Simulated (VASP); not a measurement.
# BF (Pm-3m) in VASP: a series of runs

The runs below take BF through single point, relaxation of cell and atoms, with PBE.

Everything below comes from runs of VASP 6.6.1. Logs are shortened: lines on timing, memory, paths and dates and some standing lists are left out, and cuts for length are marked.

## 1. The cell of the first run

It takes space group Pm-3m (No. 221, cubic). The conventional cell has a = 2.799 Å, b = 2.799 Å, c = 2.799 Å, α = 90.00°, β = 90.00°, γ = 90.00°. B (site symmetry m-3m) has 8 F at 2.42 Å and 6 B at 2.80 Å within 3.2 Å. F (site symmetry m-3m) has 8 B at 2.42 Å and 6 F at 2.80 Å within 3.2 Å.

## 2. Single point, PBE

The input, INCAR:

```
  PREC = Accurate
  ENCUT = 600
  EDIFF = 1E-6
  ISMEAR = 0
  SIGMA = 0.2
  LREAL = F
  LASPH = T
  NELM = 120
  ALGO = Normal
  ISIF = 2
  LWAVE = F
  LCHARG = T
  GGA = PE
  LELF = T
  LVHAR = T
  NBANDS = 12
  GGA_COMPAT = F
```

The input, KPOINTS:

```
Automatic mesh
0
Gamma
  7 7 7
```

The input, POSCAR:

```
BF
1.0
    2.7988243100      0.0000000000      0.0000000000
    0.0000000000      2.7988243100      0.0000000000
    0.0000000000      0.0000000000      2.7988243100
B F
1 1
Direct
    0.5000000000      0.5000000000      0.5000000000
    0.0000000000      0.0000000000      0.0000000000
```

Potentials or basis: VASP PAW PBE potentials, release 64 (B, F).

Started as:

```sh
$ cat potpaw_PBE.64/B/POTCAR potpaw_PBE.64/F/POTCAR > POTCAR
$ mpirun -np 1 vasp_std > vasp.out
```

OUTCAR:

```text
PREC = Accurate
   ENCUT = 600
   EDIFF = 1E-6
   ISMEAR = 0
   LREAL = F
   LASPH = T
   NELM = 120
   ISIF = 2
   GGA = PE

 ion  position               nearest neighbor table
   1  0.500  0.500  0.500-
   2  0.000  0.000  0.000-

  LATTYP: Found a simple cubic cell.
 ALAT       =     2.7988243100

  Lattice vectors:

 A1 = (   2.7988243100,   0.0000000000,   0.0000000000)
 A2 = (   0.0000000000,   2.7988243100,   0.0000000000)
 A3 = (   0.0000000000,   0.0000000000,   2.7988243100)

Analysis of symmetry for initial positions (statically):
=====================================================================
 Subroutine PRICEL returns:
 Original cell was already a primitive cell.

 Routine SETGRP: Setting up the symmetry group for a
 simple cubic supercell.

 Subroutine GETGRP returns: Found 48 space group operations
 (whereof 48 operations were pure point group operations)
 out of a pool of 48 trial point group operations.

The static configuration has the point symmetry O_h .

Analysis of symmetry for dynamics (positions and initial velocities):
=====================================================================
 Subroutine PRICEL returns:
 Original cell was already a primitive cell.

 Routine SETGRP: Setting up the symmetry group for a
 simple cubic supercell.

 Subroutine GETGRP returns: Found 48 space group operations
 (whereof 48 operations were pure point group operations)
 out of a pool of 48 trial point group operations.

The dynamic configuration has the point symmetry O_h .

 Subroutine INISYM returns: Found 48 space group operations
 (whereof 48 operations are pure point group operations),
 and found     1 'primitive' translations

----------------------------------------------------------------------------------------

                                     Primitive cell

  volume of cell :      21.9244

  direct lattice vectors                    reciprocal lattice vectors
     2.798824310  0.000000000  0.000000000     0.357292881  0.000000000  0.000000000
     0.000000000  2.798824310  0.000000000     0.000000000  0.357292881  0.000000000
     0.000000000  0.000000000  2.798824310     0.000000000  0.000000000  0.357292881

  length of vectors
     2.798824310  2.798824310  2.798824310     0.357292881  0.357292881  0.357292881

  position of ions in fractional coordinates (direct lattice)
     0.500000000  0.500000000  0.500000000
     0.000000000  0.000000000  0.000000000

  ion indices of the primitive-cell ions
   primitive index   ion index
                 1           1
                 2           2

----------------------------------------------------------------------------------------

 KPOINTS: Automatic mesh

Automatic generation of k-mesh.
 Grid dimensions read from file:
 generate k-points for:    7    7    7

 Generating k-lattice:

  Cartesian coordinates                     Fractional coordinates (reciprocal lattice)
     0.051041840  0.000000000  0.000000000     0.142857143  0.000000000  0.000000000
     0.000000000  0.051041840  0.000000000     0.000000000  0.142857143  0.000000000
     0.000000000  0.000000000  0.051041840     0.000000000  0.000000000  0.142857143

  Length of vectors
     0.051041840  0.051041840  0.051041840

  Shift w.r.t. Gamma in fractional coordinates (k-lattice)
     0.000000000  0.000000000  0.000000000

 Subroutine IBZKPT returns following result:
 ===========================================

 Found     20 irreducible k-points:

 Following reciprocal coordinates:
            Coordinates               Weight
  0.000000  0.000000  0.000000      1.000000
  0.142857  0.000000  0.000000      6.000000
  0.285714  0.000000  0.000000      6.000000
  0.428571  0.000000  0.000000      6.000000
  0.142857  0.142857  0.000000     12.000000
  0.285714  0.142857  0.000000     24.000000
[... 12 lines left out ...]
  0.428571  0.428571  0.285714     24.000000
  0.428571  0.428571  0.428571      8.000000
   k-points           NKPTS =     20   k-points in BZ     NKDIM =     20   number of bands    NBANDS=     12
   number of dos      NEDOS =    301   number of ions     NIONS =      2
   total plane-waves  NPLWV =  13824
   dimension x,y,z NGX =    24 NGY =   24 NGZ =   24
   dimension x,y,z NGXF=    48 NGYF=   48 NGZF=   48
   ions per type =               1   1
   NGX,Y,Z   is equivalent  to a cutoff of  14.26, 14.26, 14.26 a.u.
   NGXF,Y,Z  is equivalent  to a cutoff of  28.51, 28.51, 28.51 a.u.
 SYSTEM =  unknown system
   PREC   = accura    normal or accurate (medium, high low for compatibility)
   ISTART =      0    job   : 0-new  1-cont  2-samecut
   ICHARG =      2    charge: 1-file 2-atom 10-const
   ISPIN  =      1    spin polarized calculation?
   LNONCOLLINEAR =      F non collinear calculations
   LSORBIT =      F    spin-orbit coupling
   LASPH  =      T    aspherical Exc in radial PAW
   ENCUT  =  600.0 eV  44.10 Ry    6.64 a.u.   5.59  5.59  5.59*2*pi/ulx,y,z
   NELM   =    120;   NELMIN=  2; NELMDL= -5     # of ELM steps
   EDIFF  = 0.1E-05   stopping-criterion for ELM
   LREAL  =      F    real-space projection
   EDIFFG = 0.1E-04   stopping-criterion for IOM
   NSW    =      0    number of steps for IOM
   IBRION =     -1    ionic relax: 0-MD 1-quasi-New 2-CG
   NFREE  =      0    steps in history (QN), initial steepest desc. (CG)
   ISIF   =      2    stress and relaxation
   ISYM   =      2    0-nonsym 1-usesym 2-fastsym
   POTIM  = 0.5000    time-step for ionic-motion
   TEBEG  =    0.0;   TEEND  =   0.0 temperature during run
   PSTRESS=    0.0 pullay stress
   NELECT =      10.0000    total number of electrons
   NUPDOWN=      -1.0000    fix difference up-down
   EMIN   =  10.00;   EMAX   =-10.00  energy-range for DOS
   EFERMI =   0.00;   METHOD = LEGACY
   ISMEAR =     0;   SIGMA  =   0.20  broadening in eV -4-tet -1-fermi 0-gaus
   EFERMI_NEDOS =   21; number of points for ismear=-14 and -15
   IALGO  =     38    algorithm
   IMIX   =      4    mixing-type and parameters
     AMIX     =   0.40;   BMIX     =  1.00
     AMIX_MAG =   1.60;   BMIX_MAG =  1.00
  volume/ion in A,a.u.               =      10.96        73.98
  Fermi-wavevector in a.u.,A,eV,Ry     =   1.260180  2.381395 21.606776  1.588053
  Thomas-Fermi vector in A             =   2.393702
   LORBIT       =      0    0 simple, 1 ext, 2 COOP (PROOUT), +10 PAW based schemes
   GGA     = PE    functional components
   LHFCALC =     F    Hartree Fock is set to
   AEXX    =    0.0000 exact exchange contribution
   IVDW    =     0    specifies the selected vdW correction
   LEPSILON=     F    determine dielectric tensor
   LRPA    =     F    only Hartree local field effects (RPA)
 non-spin polarized calculation
 Gauss-broadening in eV      SIGMA  =   0.20
  energy-cutoff  :      600.00
  volume of cell :       21.92
 maximum number of plane-waves:       742
 NGX is ok and might be reduce to    24
   NGX = 11   NGY = 11   NGZ = 11

 number of electron      10.0000013 magnetization

 Free energy of the ion-electron system (eV)
  ---------------------------------------------------
  ext. energy  EPLUGINS =         0.00000000
  ---------------------------------------------------
  free energy    TOTEN  =        -6.44936082 eV

  energy without entropy =       -6.44936074  energy(sigma->0) =       -6.44936078

 E-fermi :   1.6504     XC(G=0): -10.2158

 val. band max:        0.9470509169   @ k =   0.4286   0.1429   0.0000
 cond. band min:       2.3063025386   @ k =   0.4286   0.0000   0.0000
 fundamental gap:      1.3592516217
 Fermi energy:         1.6504009022

 k-point     1 :       0.0000    0.0000    0.0000
  band No.  band energies     occupation
      1     -21.1571      2.00000
      2      -4.3221      2.00000
      3      -1.8157      2.00000
      4      -1.8157      2.00000
      5      -1.8157      2.00000
      6       7.2508      0.00000
      7       7.2508      0.00000
      8       7.2508      0.00000
      9      14.3938      0.00000
     10      14.3938      0.00000
     11      21.4471      0.00000
     12      29.8558      0.00000

 k-point     2 :       0.1429    0.0000    0.0000
  band No.  band energies     occupation
      1     -21.0907      2.00000
      2      -4.7579      2.00000
      3      -1.7321      2.00000
      4      -1.7321      2.00000
      5      -1.4363      2.00000
      6       6.1624      0.00000
      7       7.1878      0.00000
      8       7.1878      0.00000
      9      14.7705      0.00000
     10      15.9620      0.00000
     11      21.7011      0.00000
     12      27.8848      0.00000

 k-point     3 :       0.2857    0.0000    0.0000
  band No.  band energies     occupation
      1     -20.9365      2.00000
      2      -5.5808      2.00000
      3      -1.5358      2.00000
      4      -1.5358      2.00000
      5      -0.5456      2.00000
      6       4.1947      0.00000
      7       7.0308      0.00000
      8       7.0308      0.00000
      9      15.8825      0.00000
     10      18.9919      0.00000
     11      22.2375      0.00000
     12      24.4256      0.00000
[... 226 lines left out ...]
 k-point    19 :       0.4286    0.4286    0.2857
  band No.  band energies     occupation
      1     -20.3870      2.00000
      2      -3.5971      2.00000
      3      -3.2470      2.00000
      4      -2.2131      2.00000
      5      -0.0776      2.00000
      6       3.3848      0.00000
      7       3.5161      0.00000
      8       5.1213      0.00000
      9      16.8692      0.00000
     10      18.9578      0.00000
     11      19.0183      0.00000
     12      24.9419      0.00000

 k-point    20 :       0.4286    0.4286    0.4286
  band No.  band energies     occupation
      1     -20.3063      2.00000
      2      -3.0045      2.00000
      3      -2.7305      2.00000
      4      -2.7305      2.00000
      5       0.5394      2.00000
      6       2.7572      0.00000
      7       2.7572      0.00000
      8       3.6758      0.00000
      9      17.8721      0.00000
     10      18.1894      0.00000
     11      18.1894      0.00000
     12      27.3477      0.00000

------------------------ aborting loop because EDIFF is reached ----------------------------------------

  FORCE on cell =-STRESS in cart. coord.  units (eV):
  Direction    XX          YY          ZZ          XY          YZ          ZX
  --------------------------------------------------------------------------------------
  -------------------------------------------------------------------------------------
  Total       -0.1246506     -0.1246506     -0.1246506      0.0000000      0.0000000      0.0000000
  in kB       -9.1091538     -9.1091538     -9.1091538      0.0000000      0.0000000      0.0000000
  external PRESSURE =      -9.1091538 kB  Pullay stress =       0.0000000 kB

 VOLUME and BASIS-vectors are now :
 -----------------------------------------------------------------------------
  energy-cutoff  :      600.00
  volume of cell :       21.92
      direct lattice vectors                 reciprocal lattice vectors
     2.798824310  0.000000000  0.000000000     0.357292881  0.000000000  0.000000000
     0.000000000  2.798824310  0.000000000     0.000000000  0.357292881  0.000000000
     0.000000000  0.000000000  2.798824310     0.000000000  0.000000000  0.357292881

 POSITION                                       TOTAL-FORCE (eV/Angst)
 -----------------------------------------------------------------------------------
      1.39941      1.39941      1.39941         0.000000      0.000000      0.000000
      0.00000      0.00000      0.00000         0.000000      0.000000      0.000000
 -----------------------------------------------------------------------------------
    total drift:                                0.000000      0.000000      0.000000

  FREE ENERGIE OF THE ION-ELECTRON SYSTEM (eV)
  ---------------------------------------------------
  free  energy   TOTEN  =        -6.4493608239 eV

  energy  without entropy=       -6.4493607365  energy(sigma->0) =       -6.44936078
```

Run time: 7.3 s. Hardware: 1 thread of Intel Xeon 8259CL, shared host; peak memory 0.13 GiB.

Results:

- Free energy: -6.4494 eV
- Pressure: -0.9 GPa
- Band gap on the k mesh: 1.36 eV, indirect (least direct gap 1.60 eV)

(Continued in part 2 of 2.)
